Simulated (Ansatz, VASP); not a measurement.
**AlIn: VASP beside Ansatz**

INCAR

```
SYSTEM = AlIn
  ALGO = Normal
  EDIFF = 1E-6
  ENCUT = 520
  GGA = PE
  ISIF = 2
  ISMEAR = -1
  LASPH = .True.
  LCHARG = .False.
  LREAL = .False.
  LWAVE = .False.
  NBANDS = 15
  NELM = 60
  PREC = Accurate
  SIGMA = 0.05
```

KPOINTS

```
k-points
0
Gamma
  10 10 5
  0 0 0
```

Contents of POSCAR:

```
AlIn
1.0
    3.0943205300      0.0000000000      0.0000000000
   -1.5471653308      2.6797660967      0.0000000000
    0.0000000000      0.0000000000      5.9047132687
Al In
1 1
Direct
    0.0000000000      0.0000000000      0.0000000000
    0.0000000000      0.0000000000      0.5000000000
```

The input input.yaml:

```yaml
crystal:
  lattice:
    - [3.09432053, 0.0, 0.0]
    - [-1.5471653308, 2.6797660967, 0.0]
    - [0.0, 0.0, 5.9047132687]
  atoms:
    - { symbol: Al, position: [0.0, 0.0, 0.0] }
    - { symbol: In, position: [0.0, 0.0, 0.5] }
kpoints:
  mp_grid: { grid: [10, 10, 5] }
scf:
  occupations: { method: fermi_dirac, width: 0.05 }
hamiltonian:
  xc: pbe
  pseudopotentials: { kind: all_electron, lapw: { basis_error: 0.0005 } }
output:
  forces: true
  stress: true
  eigenvalues: true
```

Change from the starting cell: volume scaled by 1.04.

Alike in both runs: task single point; functional PBE; k mesh 10 × 10 × 5; occupations fermi-dirac, width 0.05 eV; no spin polarisation.

|  | VASP | Ansatz |
| --- | --- | --- |
| version | VASP 6.6.1 | Ansatz 0.2.0 |
| potentials or method | VASP PAW PBE potentials, release 64 (Al, In_d), cutoff 520 eV | all-electron LAPW, scalar-relativistic |

Ansatz gave:

* gap on the k mesh at the Fermi level (eV): none
* pressure (GPa): -1.7
* traceless stress, the component that is largest in VASP (GPa): -0.59

Problem. What did VASP give for the same quantities?

Solution. gap on the k mesh at the Fermi level (eV): none; pressure (GPa): -1.7; traceless stress, the component that is largest in VASP (GPa): -0.60.

A gap of «none» marks a metal or a gap that the smearing closes. Ansatz ran all-electron here, and VASP with PAW potentials.
